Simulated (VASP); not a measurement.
Sb, 8 atoms in the cell. Symmetry: Pnma, No. 62, orthorhombic system. Conventional cell: a = 12.730 Å, b = 4.350 Å, c = 4.626 Å, α = 90.00°, β = 90.00°, γ = 90.00°. Within 3.9 Å of Sb (site symmetry m) lie 6 Sb at 2.94 to 3.44 Å. Sb (site symmetry m) has 6 Sb at 2.94 to 3.44 Å within 3.9 Å. 

| Quantity | Value |
| --- | --- |
| Program | VASP 6.6.1 |
| Task | single point |
| Functional | PBE |
| Potentials or basis | VASP PAW PBE potentials, release 64 (Sb) |
| Cutoff | 520 eV |
| k mesh | 4 × 8 × 8 |
| Occupations | gaussian, width 0.02 eV |
| Spin | no spin polarisation |
| Dipole correction | no |
| Further INCAR settings | ALGO = Normal; EDIFF = 1e-07; NBANDS = 30 |

Potentials or basis: VASP PAW PBE potentials, release 64 (Sb).

Command:

```bash
$ cat potpaw_PBE.64/Sb/POTCAR > POTCAR
$ mpirun -np 1 vasp_std > vasp.out
```

Hardware: 1 thread of Intel(R) Xeon(R) Platinum 8488C (Sapphire Rapids), on a shared host.

Q: How long does it take, and how much memory?

A: It took 7.2 min on 1 thread of Intel(R) Xeon(R) Platinum 8488C (Sapphire Rapids), on a shared host, peak memory 0.59 GiB. Counts: scf iterations 14, k points 75.
